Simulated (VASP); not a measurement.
# Au (Fd-3m) in VASP: further runs

Au is run at these levels: revPBE; tasks: single point, relaxation of cell and atoms.

Everything below comes from runs of VASP 6.6.1. Logs are shortened: lines on timing, memory, paths and dates and some standing lists are left out, and cuts for length are marked.

### Step 1. The cell of the first run

It takes space group Fd-3m (No. 227, cubic). Conventional cell: a = 6.232 Å, b = 6.232 Å, c = 6.232 Å, α = 90.00°, β = 90.00°, γ = 90.00°. Au (site symmetry -43m) has 4 Au at 2.70 Å within 3.6 Å.

### Step 2. Single point, revPBE

Input file INCAR:

```
SYSTEM = Au
PREC = Accurate ; ENCUT = 520
EDIFF = 1E-6 ; ISMEAR = -1
SIGMA = 0.1 ; LREAL = .FALSE.
LASPH = .TRUE. ; NELM = 60
ALGO = Normal ; ISIF = 2
LWAVE = .FALSE. ; LCHARG = .FALSE.
GGA = RE ; NBANDS = 18
```

Input file KPOINTS:

```
regular mesh
0
G
  10 10 10
  0 0 0
```

Input file POSCAR:

```
Au
1.0
    0.0000000000      3.1161209815      3.1161209815
    3.1161209815      0.0000000000      3.1161209815
    3.1161209815      3.1161209815      0.0000000000
Au
2
Direct
    0.1250000000      0.1250000000      0.1250000000
    0.8750000000      0.8750000000      0.8750000000
```

Potentials or basis: VASP PAW PBE potentials, release 64 (Au).

On the command line:

```sh
cat potpaw_PBE.64/Au/POTCAR > POTCAR
mpirun -np 1 vasp_std > vasp.out
```

OUTCAR:

```text
SYSTEM = Au
   PREC = Accurate
   ENCUT = 520
   EDIFF = 1E-6
   ISMEAR = -1
   LREAL = .FALSE.
   LASPH = .TRUE.
   NELM = 60
   ISIF = 2
   GGA = RE

 ion  position               nearest neighbor table
   1  0.125  0.125  0.125-   2 2.70   2 2.70   2 2.70   2 2.70
   2  0.875  0.875  0.875-   1 2.70   1 2.70   1 2.70   1 2.70

  LATTYP: Found a face centered cubic cell.
 ALAT       =     6.2322419630

  Lattice vectors:

 A1 = (   0.0000000000,   3.1161209815,   3.1161209815)
 A2 = (   3.1161209815,   0.0000000000,   3.1161209815)
 A3 = (   3.1161209815,   3.1161209815,   0.0000000000)

Analysis of symmetry for initial positions (statically):
=====================================================================
 Subroutine PRICEL returns:
 Original cell was already a primitive cell.

 Routine SETGRP: Setting up the symmetry group for a
 face centered cubic supercell.

 Subroutine GETGRP returns: Found 48 space group operations
 (whereof 12 operations were pure point group operations)
 out of a pool of 48 trial point group operations.

The static configuration has the point symmetry D_3d.
 The point group associated with its full space group is O_h .

Analysis of symmetry for dynamics (positions and initial velocities):
=====================================================================
 Subroutine PRICEL returns:
 Original cell was already a primitive cell.

 Routine SETGRP: Setting up the symmetry group for a
 face centered cubic supercell.

 Subroutine GETGRP returns: Found 48 space group operations
 (whereof 12 operations were pure point group operations)
 out of a pool of 48 trial point group operations.

The dynamic configuration has the point symmetry D_3d.
 The point group associated with its full space group is O_h .

 Subroutine INISYM returns: Found 48 space group operations
 (whereof 12 operations are pure point group operations),
 and found     1 'primitive' translations

----------------------------------------------------------------------------------------

                                     Primitive cell

  volume of cell :      60.5164

  direct lattice vectors                    reciprocal lattice vectors
     0.000000000  3.116120981  3.116120981    -0.160455901  0.160455901  0.160455901
[... 76 lines left out ...]
 SYSTEM =  Au
   PREC   = accura    normal or accurate (medium, high low for compatibility)
   ISTART =      0    job   : 0-new  1-cont  2-samecut
   ICHARG =      2    charge: 1-file 2-atom 10-const
   ISPIN  =      1    spin polarized calculation?
   LNONCOLLINEAR =      F non collinear calculations
   LSORBIT =      F    spin-orbit coupling
   LASPH  =      T    aspherical Exc in radial PAW
   ENCUT  =  520.0 eV  38.22 Ry    6.18 a.u.   8.19  8.19  8.19*2*pi/ulx,y,z
   NELM   =     60;   NELMIN=  2; NELMDL= -5     # of ELM steps
   EDIFF  = 0.1E-05   stopping-criterion for ELM
   LREAL  =      F    real-space projection
   EDIFFG = 0.1E-04   stopping-criterion for IOM
   NSW    =      0    number of steps for IOM
   IBRION =     -1    ionic relax: 0-MD 1-quasi-New 2-CG
   NFREE  =      0    steps in history (QN), initial steepest desc. (CG)
   ISIF   =      2    stress and relaxation
   ISYM   =      2    0-nonsym 1-usesym 2-fastsym
   POTIM  = 0.5000    time-step for ionic-motion
   TEBEG  =    0.0;   TEEND  =   0.0 temperature during run
   PSTRESS=    0.0 pullay stress
   NELECT =      22.0000    total number of electrons
   NUPDOWN=      -1.0000    fix difference up-down
   EMIN   =  10.00;   EMAX   =-10.00  energy-range for DOS
   EFERMI =   0.00;   METHOD = LEGACY
   ISMEAR =    -1;   SIGMA  =   0.10  broadening in eV -4-tet -1-fermi 0-gaus
   EFERMI_NEDOS =   21; number of points for ismear=-14 and -15
   IALGO  =     38    algorithm
   IMIX   =      4    mixing-type and parameters
     AMIX     =   0.40;   BMIX     =  1.00
     AMIX_MAG =   1.60;   BMIX_MAG =  1.00
  volume/ion in A,a.u.               =      30.26       204.19
  Fermi-wavevector in a.u.,A,eV,Ry     =   1.168400  2.207955 18.574098  1.365158
  Thomas-Fermi vector in A             =   2.304887
   LORBIT       =      0    0 simple, 1 ext, 2 COOP (PROOUT), +10 PAW based schemes
   GGA     = RE    functional components
   LHFCALC =     F    Hartree Fock is set to
   AEXX    =    0.0000 exact exchange contribution
   IVDW    =     0    specifies the selected vdW correction
   LEPSILON=     F    determine dielectric tensor
   LRPA    =     F    only Hartree local field effects (RPA)
 non-spin polarized calculation
  energy-cutoff  :      520.00
  volume of cell :       60.52
 maximum number of plane-waves:      1660
 NGX is ok and might be reduce to    36
   NGX = 17   NGY = 17   NGZ = 17

 number of electron      22.0000003 magnetization

 Free energy of the ion-electron system (eV)
  ---------------------------------------------------
  ext. energy  EPLUGINS =         0.00000000
  ---------------------------------------------------
  free energy    TOTEN  =        -4.25625609 eV

  energy without entropy =       -4.23289768  energy(sigma->0) =       -4.24457688

 E-fermi :   2.6142     XC(G=0):  -8.9473

 val. band max:        2.5895784446   @ k =   0.5000   0.1000   0.0000
 cond. band min:       2.7094476355   @ k =  -0.4000   0.4000   0.0000
 fundamental gap:      0.1198691909
 Fermi energy:         2.6142124511

 k-point     1 :       0.0000    0.0000    0.0000
  band No.  band energies     occupation
      1      -3.0519      2.00000
      2      -1.2865      2.00000
      3      -1.2865      2.00000
      4      -1.2865      2.00000
      5      -1.2790      2.00000
      6      -1.2790      2.00000
[... 481 lines left out ...]
      5      -0.6352      2.00000
      6      -0.5729      2.00000
[... 10 lines left out ...]
     17      16.6513      0.00000
     18      17.4722      0.00000

 [... further k-points ...]
[... 5 lines left out ...]
  --------------------------------------------------------------------------------------
  -------------------------------------------------------------------------------------
  Total       -0.0124308     -0.0124308     -0.0124308      0.0000000      0.0000000      0.0000000
  in kB       -0.3291077     -0.3291077     -0.3291077      0.0000000      0.0000000      0.0000000
  external PRESSURE =      -0.3291077 kB  Pullay stress =       0.0000000 kB

 VOLUME and BASIS-vectors are now :
 -----------------------------------------------------------------------------
  energy-cutoff  :      520.00
  volume of cell :       60.52
      direct lattice vectors                 reciprocal lattice vectors
     0.000000000  3.116120981  3.116120981    -0.160455901  0.160455901  0.160455901
     3.116120981  0.000000000  3.116120981     0.160455901 -0.160455901  0.160455901
     3.116120981  3.116120981  0.000000000     0.160455901  0.160455901 -0.160455901

 POSITION                                       TOTAL-FORCE (eV/Angst)
 -----------------------------------------------------------------------------------
      0.77903      0.77903      0.77903        -0.000000     -0.000000     -0.000000
      5.45321      5.45321      5.45321         0.000000      0.000000      0.000000
 -----------------------------------------------------------------------------------
    total drift:                                0.000000      0.000000      0.000000

  FREE ENERGIE OF THE ION-ELECTRON SYSTEM (eV)
  ---------------------------------------------------
  free  energy   TOTEN  =        -4.2562560875 eV

  energy  without entropy=       -4.2328976767  energy(sigma->0) =       -4.24457688
```

OSZICAR:

```text
N       E                     dE             d eps       ncg     rms          rms(c)
DAV:   1     0.110973999367E+03    0.11097E+03   -0.10555E+04  1692   0.109E+03
DAV:   2    -0.236721335826E+01   -0.11334E+03   -0.10711E+03  1808   0.223E+02
DAV:   3    -0.453179341140E+01   -0.21646E+01   -0.21468E+01  2092   0.307E+01
DAV:   4    -0.454556210822E+01   -0.13769E-01   -0.13766E-01  1852   0.254E+00
DAV:   5    -0.454579155256E+01   -0.22944E-03   -0.22944E-03  1932   0.351E-01    0.729E+00
DAV:   6    -0.426626612208E+01    0.27953E+00   -0.88794E-01  1846   0.707E+00    0.543E+00
DAV:   7    -0.425830188957E+01    0.79642E-02   -0.17861E-02  1858   0.978E-01    0.296E+00
DAV:   8    -0.425620889431E+01    0.20930E-02   -0.20664E-03  1792   0.322E-01    0.621E-02
DAV:   9    -0.425623770786E+01   -0.28814E-04   -0.38724E-05  2048   0.438E-02    0.256E-02
DAV:  10    -0.425625607458E+01   -0.18367E-04   -0.17369E-05  1828   0.305E-02    0.210E-03
DAV:  11    -0.425625608747E+01   -0.12887E-07   -0.12826E-07  1370   0.254E-03
   1 F= -.42562561E+01 E0= -.42445769E+01  d E =-.233584E-01
```

Run time: 34 s. Hardware: 1 thread of Intel Xeon Platinum 8488C (Sapphire Rapids), shared host; peak memory 0.22 GiB.

What came out:

| Quantity | Value |
| --- | --- |
| Free energy | -4.2563 eV |
| Pressure | 0.0 GPa |
| Band gap on the k mesh | zero (band 11 reaches 2.82 eV, above the bottom of band 12 at 2.17 eV) |

Levels at points of the mesh, in eV from the Fermi level:
| k point | band 8 | band 9 | band 10 | band 11 | band 12 | band 13 | band 14 | band 15 |
| --- | --- | --- | --- | --- | --- | --- | --- | --- |
| (0.00, 0.00, 0.00) | -2.21 | -2.21 | -1.33 | -1.33 | 8.16 | 9.21 | 9.21 | 9.21 |
| (0.50, 0.00, 0.00) | -2.01 | -1.43 | -1.43 | -0.61 | -0.45 | 6.58 | 6.58 | 8.34 |
| (0.50, 0.50, 0.00) | -2.66 | -1.28 | -1.28 | 0.21 | 0.21 | 3.78 | 3.78 | 7.90 |

Caveat: the PAW data sets were made with another functional, which shifts forces and pressure a little; spin-orbit coupling is left out, which moves the levels of the heavy elements.

### Step 3. Single point, revPBE (volume scaled by 0.88)

Input file INCAR:

```
  PREC = Accurate
  ENCUT = 520
  EDIFF = 1E-7
  ISMEAR = -1
  SIGMA = 0.1
  LREAL = False
  LASPH = True
  NELM = 80
  ALGO = Normal
  ISIF = 2
  LWAVE = False
  LCHARG = False
  GGA = RE
  NBANDS = 18
```

Input file KPOINTS:

```
Automatic mesh
0
Gamma
  14 14 14
```

Input file POSCAR:

```
Au
1.0
    0.0000000000      2.9861287896      2.9861287896
    2.9861287896      0.0000000000      2.9861287896
    2.9861287896      2.9861287896      0.0000000000
Au
2
Direct
    0.1250000000      0.1250000000      0.1250000000
    0.8750000000      0.8750000000      0.8750000000
```

Potentials or basis: VASP PAW PBE potentials, release 64 (Au).

On the command line:

```sh
cat potpaw_PBE.64/Au/POTCAR > POTCAR
mpirun -np 1 vasp_std > vasp.out
```

It took 54 s on 1 thread of Intel Xeon Platinum 8488C (Sapphire Rapids), shared host; peak memory 0.23 GiB.

The run converged. Its results:

| Property | Result |
| --- | --- |
| Free energy | -4.0892 eV |
| Pressure | 8.3 GPa |
| Band gap on the k mesh | zero (band 11 reaches 4.13 eV, above the bottom of band 12 at 3.46 eV) |

Levels at points of the mesh, in eV from the Fermi level:
```tsv
k point	band 9	band 10	band 11	band 12	band 13	band 14
(0.00, 0.00, 0.00)	-2.46	-1.30	-1.30	9.23	10.11	10.11
(0.50, 0.00, 0.00)	-1.47	-1.47	-1.05	-0.34	7.04	7.04
(0.50, 0.50, 0.00)	-1.28	-1.28	0.31	0.31	3.74	3.74
```

Caveat: the PAW data sets were made with another functional, which shifts forces and pressure a little; spin-orbit coupling is left out, which moves the levels of the heavy elements.

### Step 4. Single point, revPBE (volume scaled by 0.92)

Input file INCAR:

```
PREC     = Accurate       # precision mode
ENCUT    = 520            # plane-wave cutoff, eV
EDIFF    = 1E-6           # SCF threshold, eV
ISMEAR   = -1             # smearing method
SIGMA    = 0.1            # smearing width, eV
LREAL    = F              # projectors in reciprocal space
LASPH    = T              # aspherical terms in the spheres
NELM     = 100            # most SCF steps
ALGO     = Normal         # electronic algorithm
ISIF     = 2              # what is computed and relaxed
LWAVE    = F              # write WAVECAR
LCHARG   = F              # write CHGCAR
GGA      = RE             # functional
NBANDS   = 18             # bands
```

KPOINTS is that of step 3.

Input file POSCAR:

```
Au
1.0
    0.0000000000      3.0307044478      3.0307044478
    3.0307044478      0.0000000000      3.0307044478
    3.0307044478      3.0307044478      0.0000000000
Au
2
Direct
    0.1250000000      0.1250000000      0.1250000000
    0.8750000000      0.8750000000      0.8750000000
```

Potentials or basis: VASP PAW PBE potentials, release 64 (Au).

On the command line:

```sh
cat potpaw_PBE.64/Au/POTCAR > POTCAR
mpirun -np 1 vasp_std > vasp.out
```

OUTCAR:

```text
PREC = Accurate
   ENCUT = 520
   EDIFF = 1E-6
   ISMEAR = -1
   LREAL = F
   LASPH = T
   NELM = 100
   ISIF = 2
   GGA = RE

 ion  position               nearest neighbor table
   1  0.125  0.125  0.125-   2 2.62   2 2.62   2 2.62   2 2.62
   2  0.875  0.875  0.875-   1 2.62   1 2.62   1 2.62   1 2.62

  LATTYP: Found a face centered cubic cell.
 ALAT       =     6.0614088956

  Lattice vectors:

[... 188 lines left out ...]
      1      -2.8021      2.00000
      2      -0.9033      2.00000
      3      -0.9033      2.00000
      4      -0.8881      2.00000
      5      -0.8881      2.00000
      6      -0.8881      2.00000
[... 481 lines left out ...]
      5      -0.5959      2.00000
      6      -0.3123      2.00000
[... 10 lines left out ...]
     17      15.4858      0.00000
     18      16.6536      0.00000

 [... further k-points ...]
[... 5 lines left out ...]
  --------------------------------------------------------------------------------------
  -------------------------------------------------------------------------------------
  Total        1.6485855      1.6485855      1.6485855      0.0000000      0.0000000      0.0000000
  in kB       47.4418151     47.4418151     47.4418151      0.0000000      0.0000000      0.0000000
  external PRESSURE =      47.4418151 kB  Pullay stress =       0.0000000 kB

 VOLUME and BASIS-vectors are now :
 -----------------------------------------------------------------------------
  energy-cutoff  :      520.00
  volume of cell :       55.68
      direct lattice vectors                 reciprocal lattice vectors
     0.000000000  3.030704448  3.030704448    -0.164978146  0.164978146  0.164978146
     3.030704448  0.000000000  3.030704448     0.164978146 -0.164978146  0.164978146
     3.030704448  3.030704448  0.000000000     0.164978146  0.164978146 -0.164978146

 POSITION                                       TOTAL-FORCE (eV/Angst)
 -----------------------------------------------------------------------------------
      0.75768      0.75768      0.75768         0.000000     -0.000000     -0.000000
      5.30373      5.30373      5.30373        -0.000000      0.000000      0.000000
 -----------------------------------------------------------------------------------
    total drift:                                0.000000      0.000000     -0.000000

  FREE ENERGIE OF THE ION-ELECTRON SYSTEM (eV)
  ---------------------------------------------------
  free  energy   TOTEN  =        -4.1877711573 eV

  energy  without entropy=       -4.1615619717  energy(sigma->0) =       -4.17466656
```

Run time: 46 s. Hardware: 1 thread of Intel Xeon Platinum 8488C (Sapphire Rapids), shared host; peak memory 0.23 GiB.

What came out:

```yaml
Free_energy: -4.1878 eV
Pressure: 4.7 GPa
Band_gap_on_the_k_mesh: zero (band 11 reaches 3.65 eV, above the bottom of band 12 at 2.99 eV)
```

Caveat: the PAW data sets were made with another functional, which shifts forces and pressure a little; spin-orbit coupling is left out, which moves the levels of the heavy elements.

(Part 1 of 2 ends here.)
